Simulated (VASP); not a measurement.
# Pd (P6_3/mmc) in VASP: a series of runs

Pd is run at these levels: PBE-based screened hybrid, PBEsol-based global hybrid, B3LYP; tasks: single point.

All numbers are computed with VASP 6.6.1; they aren't measurements. Logs are shortened: lines on timing, memory, paths and dates and some standing lists are left out, and cuts for length are marked.

## Step 1: The cell of the first run

Symmetry: P6_3/mmc, No. 194, hexagonal system. Conventional cell: a = 2.717 Å, b = 2.717 Å, c = 4.654 Å, α = 90.00°, β = 90.00°, γ = 120.00°. Within 3.6 Å of Pd (site symmetry -6m2) lie 12 Pd at 2.72 to 2.81 Å.

## Step 2: Single point, PBE-based screened hybrid

Input file POSCAR:

```
Pd
1.0
    2.7166111085      0.0000000000      0.0000000000
   -1.3583055542      2.3526542322      0.0000000000
    0.0000000000      0.0000000000      4.6539070381
Pd
2
Direct
    0.3333333333      0.6666666667      0.2500000000
    0.6666666667      0.3333333333      0.7500000000
```

Input file INCAR.step1:

```
SYSTEM = Pd
ALGO = Normal
EDIFF = 1E-5
ENCUT = 520
GGA = PE
ISIF = 2
ISMEAR = -1
LASPH = .True.
LCHARG = .False.
LREAL = .False.
LWAVE = .True.
NBANDS = 17
NELM = 100
PREC = Accurate
SIGMA = 0.05
```

Input file INCAR.step2:

```
SYSTEM = Pd
AEXX = 0.25
ALGO = Normal
EDIFF = 1E-7
ENCUT = 520
GGA = PE
HFSCREEN = 0.3
ISIF = 2
ISMEAR = -1
ISTART = 1
LASPH = .True.
LCHARG = .False.
LHFCALC = .True.
LREAL = .False.
LWAVE = .False.
NBANDS = 17
NELM = 100
PREC = Accurate
PRECFOCK = Normal
SIGMA = 0.05
```

Input file KPOINTS:

```
k-points
0
Gamma
  6 6 3
  0 0 0
```

Potentials or basis: VASP PAW PBE potentials, release 64 (Pd).

The run is started by

```bash
> cat potpaw_PBE.64/Pd/POTCAR > POTCAR
> cp INCAR.step1 INCAR
> mpirun -np 1 vasp_std > vasp.out
> cp INCAR.step2 INCAR
> mpirun -np 1 vasp_std > vasp.out
```

OUTCAR:

```text
SYSTEM = Pd
   AEXX = 0.25
   EDIFF = 1E-7
   ENCUT = 520
   GGA = PE
   HFSCREEN = 0.3
   ISIF = 2
   ISMEAR = -1
   ISTART = 1
   LASPH = .True.
   LHFCALC = .True.
   LREAL = .False.
   NELM = 100
   PREC = Accurate
   PRECFOCK = Normal

 ion  position               nearest neighbor table
   1  0.333  0.667  0.250-   2 2.81   2 2.81   2 2.81   2 2.81   2 2.81   2 2.81
   2  0.667  0.333  0.750-   1 2.81   1 2.81   1 2.81   1 2.81   1 2.81   1 2.81

  LATTYP: Found a hexagonal cell.
 ALAT       =     2.7166111085
 C/A-ratio  =     1.7131296502

  Lattice vectors:

 A1 = (   2.7166111085,   0.0000000000,   0.0000000000)
 A2 = (  -1.3583055542,   2.3526542322,   0.0000000000)
 A3 = (   0.0000000000,   0.0000000000,   4.6539070381)

Analysis of symmetry for initial positions (statically):
=====================================================================
 Subroutine PRICEL returns:
 Original cell was already a primitive cell.

 Routine SETGRP: Setting up the symmetry group for a
 hexagonal supercell.

 Subroutine GETGRP returns: Found 24 space group operations
 (whereof 12 operations were pure point group operations)
 out of a pool of 24 trial point group operations.

The static configuration has the point symmetry D_3d.
 The point group associated with its full space group is D_6h.

Analysis of symmetry for dynamics (positions and initial velocities):
=====================================================================
 Subroutine PRICEL returns:
 Original cell was already a primitive cell.

 Routine SETGRP: Setting up the symmetry group for a
 hexagonal supercell.

 Subroutine GETGRP returns: Found 24 space group operations
 (whereof 12 operations were pure point group operations)
 out of a pool of 24 trial point group operations.

The dynamic configuration has the point symmetry D_3d.
 The point group associated with its full space group is D_6h.

 Subroutine INISYM returns: Found 24 space group operations
 (whereof 12 operations are pure point group operations),
 and found     1 'primitive' translations

----------------------------------------------------------------------------------------

                                     Primitive cell

  volume of cell :      29.7443

  direct lattice vectors                    reciprocal lattice vectors
     2.716611108  0.000000000  0.000000000     0.368105688  0.212525918  0.000000000
    -1.358305554  2.352654232  0.000000000     0.000000000  0.425051836  0.000000000
     0.000000000  0.000000000  4.653907038     0.000000000  0.000000000  0.214873222

  length of vectors
     2.716611108  2.716611109  4.653907038     0.425051836  0.425051836  0.214873222

  position of ions in fractional coordinates (direct lattice)
     0.333333333  0.666666667  0.250000000
     0.666666667  0.333333333  0.750000000

  ion indices of the primitive-cell ions
   primitive index   ion index
                 1           1
                 2           2

----------------------------------------------------------------------------------------

 KPOINTS: k-points

Automatic generation of k-mesh.
 Grid dimensions read from file:
 generate k-points for:    6    6    3

 Generating k-lattice:

  Cartesian coordinates                     Fractional coordinates (reciprocal lattice)
     0.061350948  0.035420986  0.000000000     0.166666667  0.000000000  0.000000000
     0.000000000  0.070841973  0.000000000     0.000000000  0.166666667  0.000000000
     0.000000000  0.000000000  0.071624407     0.000000000  0.000000000  0.333333333

  Length of vectors
     0.070841973  0.070841973  0.071624407

  Shift w.r.t. Gamma in fractional coordinates (k-lattice)
     0.000000000  0.000000000  0.000000000

 Subroutine IBZKPT returns following result:
 ===========================================

 Found     14 irreducible k-points:

 Following reciprocal coordinates:
            Coordinates               Weight
  0.000000  0.000000  0.000000      1.000000
  0.166667  0.000000  0.000000      6.000000
  0.333333  0.000000  0.000000      6.000000
  0.500000  0.000000  0.000000      3.000000
  0.166667  0.166667  0.000000      6.000000
  0.333333  0.166667  0.000000     12.000000
  0.333333  0.333333  0.000000      2.000000
  0.000000  0.000000  0.333333      2.000000
  0.166667  0.000000  0.333333     12.000000
  0.333333  0.000000  0.333333     12.000000
  0.500000  0.000000  0.333333      6.000000
  0.166667  0.166667  0.333333     12.000000
  0.333333  0.166667  0.333333     24.000000
  0.333333  0.333333  0.333333      4.000000
   k-points           NKPTS =     14   k-points in BZ     NKDIM =    108   number of bands    NBANDS=     17
   number of dos      NEDOS =    301   number of ions     NIONS =      2
   total plane-waves  NPLWV =  14400
   dimension x,y,z NGX =    20 NGY =   20 NGZ =   36
   dimension x,y,z NGXF=    40 NGYF=   40 NGZF=   72
   ions per type =               2
   NGX,Y,Z   is equivalent  to a cutoff of  12.24, 12.24, 12.86 a.u.
   NGXF,Y,Z  is equivalent  to a cutoff of  24.48, 24.48, 25.72 a.u.
 SYSTEM =  Pd
   PREC   = accura    normal or accurate (medium, high low for compatibility)
   ISTART =      1    job   : 0-new  1-cont  2-samecut
   ICHARG =      0    charge: 1-file 2-atom 10-const
   ISPIN  =      1    spin polarized calculation?
   LNONCOLLINEAR =      F non collinear calculations
   LSORBIT =      F    spin-orbit coupling
   LASPH  =      T    aspherical Exc in radial PAW
   ENCUT  =  520.0 eV  38.22 Ry    6.18 a.u.   5.05  5.05  8.65*2*pi/ulx,y,z
   NELM   =    100;   NELMIN=  2; NELMDL=  0     # of ELM steps
   EDIFF  = 0.1E-06   stopping-criterion for ELM
   LREAL  =      F    real-space projection
   EDIFFG = 0.1E-05   stopping-criterion for IOM
   NSW    =      0    number of steps for IOM
   IBRION =     -1    ionic relax: 0-MD 1-quasi-New 2-CG
   NFREE  =      0    steps in history (QN), initial steepest desc. (CG)
   ISIF   =      2    stress and relaxation
   ISYM   =      3    0-nonsym 1-usesym 2-fastsym
   POTIM  = 0.5000    time-step for ionic-motion
   TEBEG  =    0.0;   TEEND  =   0.0 temperature during run
   PSTRESS=    0.0 pullay stress
   NELECT =      20.0000    total number of electrons
   NUPDOWN=      -1.0000    fix difference up-down
   EMIN   =  10.00;   EMAX   =-10.00  energy-range for DOS
   EFERMI =   0.00;   METHOD = LEGACY
   ISMEAR =    -1;   SIGMA  =   0.05  broadening in eV -4-tet -1-fermi 0-gaus
   EFERMI_NEDOS =   21; number of points for ismear=-14 and -15
   IALGO  =     38    algorithm
   IMIX   =      1    mixing-type and parameters
     AMIX     =   0.40;   BMIX     =  1.00
     AMIX_MAG =   1.60;   BMIX_MAG =  1.00
  volume/ion in A,a.u.               =      14.87       100.36
  Fermi-wavevector in a.u.,A,eV,Ry     =   1.434224  2.710291 27.987174  2.056999
  Thomas-Fermi vector in A             =   2.553656
   LORBIT       =      0    0 simple, 1 ext, 2 COOP (PROOUT), +10 PAW based schemes
   GGA     = PE    functional components
   LHFCALC =     T    Hartree Fock is set to
   PRECFOCK=normal    Normal, Fast or Accurate (Low or Medium for compatibility)
   ENCUT4O =  -1.0   cutoff for four orbital integrals eV
   NKREDX  =     1    reduce k-point grid by
   NKREDY  =     1    reduce k-point grid by
   NKREDZ  =     1    reduce k-point grid by
   AEXX    =    0.2500 exact exchange contribution
   HFSCREEN=    0.3000 screening length (either q_TF or 0.3 A-1)
   HFSCREENC=   0.3000 screening length for correlation (either q_TF or 0.3 A-1)
   ENCUTFOCK=  -1.0 apply spherical cutoff to Coloumb kernel
   IVDW    =     0    specifies the selected vdW correction
   LEPSILON=     F    determine dielectric tensor
   LRPA    =     F    only Hartree local field effects (RPA)
 non-spin polarized calculation
  energy-cutoff  :      520.00
  volume of cell :       29.74
 maximum number of plane-waves:       825
  NGX = 16; NGY = 16; NGZ = 28

 number of electron      20.0000005 magnetization

 Free energy of the ion-electron system (eV)
  ---------------------------------------------------
  ext. energy  EPLUGINS =         0.00000000
  ---------------------------------------------------
  free energy    TOTEN  =       -11.60831782 eV

  energy without entropy =      -11.58505063  energy(sigma->0) =      -11.59668422

 E-fermi :   8.9451     XC(G=0): -10.8398

 val. band max:        8.6130717465   @ k =   0.1667   0.1667   0.0000
 cond. band min:       8.9504405635   @ k =   0.3333   0.1667   0.0000
 fundamental gap:      0.3373688170
 Fermi energy:         8.9450928035

 k-point     1 :       0.0000    0.0000    0.0000
  band No.  band energies     occupation
      1       1.7163      2.00000
      2       3.2245      2.00000
      3       5.4563      2.00000
      4       5.8082      2.00000
      5       5.8082      2.00000
      6       6.1401      2.00000
[... 9 lines left out ...]
     16      30.0882      0.00000
     17      33.5121      0.00000

 k-point     2 :       0.1667    0.0000    0.0000
  band No.  band energies     occupation
      1       2.6739      2.00000
      2       3.8170      2.00000
      3       5.2142      2.00000
      4       5.7820      2.00000
      5       5.9820      2.00000
      6       6.2964      2.00000
[... 9 lines left out ...]
     16      29.6907      0.00000
     17      29.8240      0.00000

 k-point     3 :       0.3333    0.0000    0.0000
  band No.  band energies     occupation
      1       3.5406      2.00000
      2       3.8820      2.00000
      3       4.2898      2.00000
      4       5.9951      2.00000
      5       6.0938      2.00000
      6       6.2097      2.00000
[... 192 lines left out ...]
 k-point    13 :       0.3333    0.1667    0.3333
  band No.  band energies     occupation
      1       3.6547      2.00000
      2       4.1629      2.00000
      3       4.4620      2.00000
      4       4.9989      2.00000
      5       5.6983      2.00000
      6       6.8321      2.00000
[... 9 lines left out ...]
     16      25.2060      0.00000
     17      25.3711      0.00000

 k-point    14 :       0.3333    0.3333    0.3333
  band No.  band energies     occupation
      1       4.4296      2.00000
      2       4.5319      2.00000
      3       4.5319      2.00000
      4       5.2060      2.00000
      5       5.8258      2.00000
      6       5.8258      2.00000
[... 9 lines left out ...]
     16      20.4769      0.00000
     17      28.4160      0.00000

------------------------ aborting loop because EDIFF is reached ----------------------------------------

  FORCE on cell =-STRESS in cart. coord.  units (eV):
  Direction    XX          YY          ZZ          XY          YZ          ZX
  --------------------------------------------------------------------------------------
  -------------------------------------------------------------------------------------
  Total        0.0952080      0.0952080      0.0597901      0.0000000      0.0000000      0.0000000
  in kB        5.1283866      5.1283866      3.2205964      0.0000000      0.0000000      0.0000000
  external PRESSURE =       4.4924565 kB  Pullay stress =       0.0000000 kB

 VOLUME and BASIS-vectors are now :
 -----------------------------------------------------------------------------
  energy-cutoff  :      520.00
  volume of cell :       29.74
      direct lattice vectors                 reciprocal lattice vectors
     2.716611108  0.000000000  0.000000000     0.368105688  0.212525918  0.000000000
    -1.358305554  2.352654232  0.000000000     0.000000000  0.425051836  0.000000000
     0.000000000  0.000000000  4.653907038     0.000000000  0.000000000  0.214873222

 POSITION                                       TOTAL-FORCE (eV/Angst)
 -----------------------------------------------------------------------------------
     -0.00000      1.56844      1.16348         0.000000      0.000000     -0.000000
      1.35831      0.78422      3.49043        -0.000000      0.000000      0.000000
 -----------------------------------------------------------------------------------
    total drift:                                0.000000      0.000000     -0.000000

  FREE ENERGIE OF THE ION-ELECTRON SYSTEM (eV)
  ---------------------------------------------------
  free  energy   TOTEN  =       -11.6083178233 eV

  energy  without entropy=      -11.5850506259  energy(sigma->0) =      -11.59668422
```

It took 14 min on 1 thread of Intel Xeon 6975P-C (Granite Rapids), shared host; peak memory 0.25 GiB.

What came out:

| Item | Value |
| --- | --- |
| Free energy | -11.6083 eV |
| Pressure | 0.4 GPa |
| Band gap on the k mesh | zero (band 10 reaches 9.23 eV, above the bottom of band 11 at 8.22 eV) |

Stress tensor (GPa, compression positive):
```
0.51 0.00 0.00
0.00 0.51 0.00
0.00 0.00 0.32
```

Levels at points of the mesh, in eV from the Fermi level:
| k point | band 8 | band 9 | band 10 | band 11 | band 12 | band 13 |
| --- | --- | --- | --- | --- | --- | --- |
| (0.00, 0.00, 0.00) | -1.97 | -1.97 | -0.52 | -0.52 | 1.23 | 7.76 |
| (0.50, 0.00, 0.00) | -0.36 | 0.12 | 0.29 | 3.28 | 5.54 | 10.91 |

Caveat: the k points lie up to 0.45 Å⁻¹ apart; the PAW data sets were made with another functional, which shifts forces and pressure a little.

## Step 3: Single point, PBEsol-based global hybrid

This run uses another cell than the first one, of 15.53 Å³/atom, 1.044 times its volume.

Input file POSCAR:

```
Pd
1.0
    2.7836650458      0.0000000000      0.0000000000
   -1.3918325229      2.4107246453      0.0000000000
    0.0000000000      0.0000000000      4.6288930000
Pd
2
Direct
    0.3333333333      0.6666666667      0.2500000000
    0.6666666667      0.3333333333      0.7500000000
```

Input file INCAR.step1:

```
SYSTEM = Pd
PREC = Accurate ; ENCUT = 520
EDIFF = 1E-5 ; ISMEAR = -1
SIGMA = 0.05 ; LREAL = .False.
LASPH = .True. ; NELM = 80
ALGO = Normal ; ISIF = 2
LWAVE = .True. ; LCHARG = .False.
GGA = PE ; NBANDS = 17
```

Input file INCAR.step2:

```
SYSTEM = Pd
PREC = Accurate ; ENCUT = 520
EDIFF = 1E-6 ; ISMEAR = -1
SIGMA = 0.05 ; LREAL = .False.
LASPH = .True. ; NELM = 80
ALGO = Normal ; ISIF = 2
LWAVE = .False. ; LCHARG = .False.
GGA = PS ; LHFCALC = .True.
AEXX = 0.25 ; PRECFOCK = Normal
ISTART = 1 ; NBANDS = 17
```

Input file KPOINTS:

```
regular mesh
0
Gamma
  6 6 3
  0 0 0
```

Potentials or basis: VASP PAW PBE potentials, release 64 (Pd).

The run is started by

```bash
> cat potpaw_PBE.64/Pd/POTCAR > POTCAR
> cp INCAR.step1 INCAR
> mpirun -np 1 vasp_std > vasp.out
> cp INCAR.step2 INCAR
> mpirun -np 1 vasp_std > vasp.out
```

Wall time 9.3 min (1 thread of Intel Xeon 6975P-C (Granite Rapids), shared host); peak memory 0.17 GiB.

It converged, with:

```yaml
Free_energy: -14.0107 eV
Pressure: -13.7 GPa
Band_gap_on_the_k_mesh: zero (band 10 reaches 8.51 eV, above the bottom of band 11 at 6.97 eV)
```

Stress tensor (GPa, compression positive):
```
-15.54   0.00   0.00
  0.00 -15.54   0.00
  0.00   0.00 -10.01
```

Levels at points of the mesh, in eV from the Fermi level:
```tsv
k point	band 8	band 9	band 10	band 11	band 12	band 13
(0.00, 0.00, 0.00)	-2.52	-2.52	-0.93	-0.93	1.90	8.39
(0.50, 0.00, 0.00)	-0.74	0.04	0.43	3.53	5.73	11.20
```

Caveat: the k points lie up to 0.45 Å⁻¹ apart; the PAW data sets were made with another functional, which shifts forces and pressure a little.

(Continued in part 2 of 2.)
